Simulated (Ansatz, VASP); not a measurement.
Two plane-wave programs on HfO2

Contents of INCAR:

```
SYSTEM = HfO2
  PREC = Accurate
  ENCUT = 520
  EDIFF = 1E-6
  ISMEAR = 0
  SIGMA = 0.05
  LREAL = .FALSE.
  LASPH = .TRUE.
  NELM = 80
  ALGO = Normal
  ISIF = 2
  LWAVE = .FALSE.
  LCHARG = .FALSE.
  GGA = PE
  NBANDS = 31
```

The input KPOINTS:

```
regular mesh
0
G
  6 6 4
  0 0 0
```

The input POSCAR:

```
HfO2
1.0
    3.7845200538      0.0000000000      0.0000000000
    0.0000000000      3.7845200538      0.0000000000
    0.0000000000      0.0000000000      5.3955663338
Hf O
2 4
Direct
    0.5000000000      0.5000000000      0.5000000000
    0.0000000000      0.0000000000      0.0000000000
    0.0000000000      0.5000000000      0.6932521152
    0.5000000000      0.0000000000      0.8067478848
    0.5000000000      0.0000000000      0.3067478848
    0.0000000000      0.5000000000      0.1932521152
```

Input for Ansatz:

```yaml
crystal:
  lattice:
    - [3.7845200538, 0.0, 0.0]
    - [0.0, 3.7845200538, 0.0]
    - [0.0, 0.0, 5.3955663338]
  atoms:
    - { symbol: Hf, position: [0.5, 0.5, 0.5] }
    - { symbol: Hf, position: [0.0, 0.0, 0.0] }
    - { symbol: O, position: [0.0, 0.5, 0.6932521152] }
    - { symbol: O, position: [0.5, 0.0, 0.8067478848] }
    - { symbol: O, position: [0.5, 0.0, 0.3067478848] }
    - { symbol: O, position: [0.0, 0.5, 0.1932521152] }
basis:
  ecutwfc: 420
kpoints:
  mp_grid: { grid: [6, 6, 4] }
hamiltonian:
  xc: pbe
scf:
  occupations: { method: gaussian, width: 0.05 }
output:
  forces: true
  stress: true
  eigenvalues: true
```

Change from the starting cell: strain +0.050 along x and y, +0.025 along z, atoms carried along.

Alike in both runs: task single point; functional PBE; k mesh 6 × 6 × 4; occupations gaussian, width 0.05 eV; no spin polarisation.

```csv
,VASP,Ansatz
version,VASP 6.6.1,Ansatz 0.2.0
potentials or method,"VASP PAW PBE potentials, release 64 (Hf_pv, O), cutoff 520 eV","scalar-relativistic, plane waves, PAW"
valence electrons in the cell,44,76
```

Ansatz gave:

```
gap on the k mesh at the Fermi level (eV)                     : 4.11
least direct gap on the mesh (eV)                             : 4.16
pressure (GPa)                                                : -22.7
traceless stress, the component that is largest in VASP (GPa) : 6.75
rms of the force components (eV/Å)                            : 0.223
```

**Question.** Estimate VASP's values.

**Answer.** gap on the k mesh at the Fermi level (eV): 4.05; least direct gap on the mesh (eV): 4.12; pressure (GPa): -25.1; traceless stress, the component that is largest in VASP (GPa): 6.96; rms of the force components (eV/Å): 0.247.

Atom by atom the forces differ by 0.024 eV/Å (rms over components). VASP's potentials hold 44 valence electrons a cell and Ansatz's 76, so a difference there can come from the potentials and not from the codes.

Neither program's run includes spin-orbit coupling.
